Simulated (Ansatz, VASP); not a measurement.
**Ta: VASP beside Ansatz**

File INCAR:

```
SYSTEM = Ta
  PREC = Accurate
  ENCUT = 520
  EDIFF = 1E-7
  ISMEAR = 1
  SIGMA = 0.15
  LREAL = .False.
  LASPH = .True.
  NELM = 80
  ALGO = Normal
  ISIF = 2
  LWAVE = .False.
  LCHARG = .False.
  GGA = PS
  NBANDS = 18
```

Contents of KPOINTS:

```
Automatic mesh
0
Gamma
  14 14 7
  0 0 0
```

Contents of POSCAR:

```
Ta
1.0
    2.8278627682      0.0000000000      0.0000000000
   -1.4139313890      2.4490010025      0.0000000000
    0.0000000000      0.0000000000      5.4346077581
Ta
2
Direct
    0.6666666667      0.3333333333      0.7500000000
    0.3333333333      0.6666666667      0.2500000000
```

Input for Ansatz:

```yaml
crystal:
  lattice:
    - [2.8278627682499997, 0.0, 0.0]
    - [-1.4139313889999998, 2.4490010025, 0.0]
    - [0.0, 0.0, 5.434607758053911]
  atoms:
    - { symbol: Ta, position: [0.6666666666666666, 0.3333333333333333, 0.75] }
    - { symbol: Ta, position: [0.3333333333333333, 0.6666666666666666, 0.25] }
basis:
  ecutwfc: 450.0
kpoints:
  mp_grid:
    grid: [14, 14, 7]
hamiltonian:
  xc: pbesol
scf:
  occupations:
    method: cold
    width: 0.15
output:
  stress: true
```

Alike in both runs: task single point; functional PBEsol; k mesh 14 × 14 × 7; no spin polarisation.

|  | VASP | Ansatz |
| --- | --- | --- |
| version | VASP 6.6.1 | Ansatz 0.2.0 |
| potentials or method | VASP PAW PBE potentials, release 64 (Ta_pv), cutoff 520 eV | plane waves, PAW |
| occupations | methfessel-paxton of order 1, width 0.15 eV | cold, width 0.15 eV |
| valence electrons in the cell | 22 | 26 |

|  | VASP | Ansatz | Ansatz less VASP |
| --- | --- | --- | --- |
| pressure (GPa) | -5.0 | -5.1 | -0.14 |
| traceless stress, the component that is largest in VASP (GPa) | -11.28 | -11.20 | +0.078 |

VASP's potentials were made for PBE, not for PBEsol. VASP's potentials hold 22 valence electrons a cell and Ansatz's 26, so a difference there can come from the potentials and not from the codes.

Neither program's run includes spin-orbit coupling.
